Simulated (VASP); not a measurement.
Write the native input for VASP 6.6.1 that does the following.

```
Task                   : single point
Functional             : PBEsol
Potentials or basis    : VASP PAW PBE potentials, release 64 (Ti_sv, O)
Cutoff                 : 520 eV
k mesh                 : 18 × 18 × 16
Occupations            : gaussian, width 0.15 eV
Spin                   : no spin polarisation
Dipole correction      : no
Further INCAR settings : ALGO = Normal; EDIFF = 1e-06; NBANDS = 16
```

The structure of TiO lies in POSCAR:

```
TiO
1.0
    2.7421000000      0.0000000000      0.0000000000
   -1.3710500000      2.3747282597      0.0000000000
    0.0000000000      0.0000000000      2.4585000000
Ti O
1 1
Direct
    0.6666666667      0.3333333333      0.0000000000
    0.0000000000      0.0000000000      0.5000000000
```

The input as run:

INCAR

```
PREC = Accurate ; ENCUT = 520
EDIFF = 1E-6 ; ISMEAR = 0
SIGMA = 0.15 ; LREAL = False
LASPH = True ; NELM = 100
ALGO = Normal ; ISIF = 2
LWAVE = False ; LCHARG = False
GGA = PS ; NBANDS = 16
```

KPOINTS

```
regular mesh
0
Gamma
  18 18 16
```

Potentials or basis: VASP PAW PBE potentials, release 64 (Ti_sv, O).

The run is started by

```bash
$ cat potpaw_PBE.64/Ti_sv/POTCAR potpaw_PBE.64/O/POTCAR > POTCAR
$ mpirun -np 1 vasp_std > vasp.out
```

It gave:

| Property | Result |
| --- | --- |
| Pressure | 67.2 GPa |
| Band gap on the k mesh | zero (bands 9 and 10 overlap by 0.31 eV) |

Caveat: the cell stands under pressure; the PAW data sets were made with another functional, which shifts forces and pressure a little; semilocal functionals often make such compounds metallic where correlation or magnetic order opens a gap, which also shifts bond lengths.

It took 99 s on 1 thread of Intel Xeon 8259CL, on a shared host, peak memory 0.19 GiB.
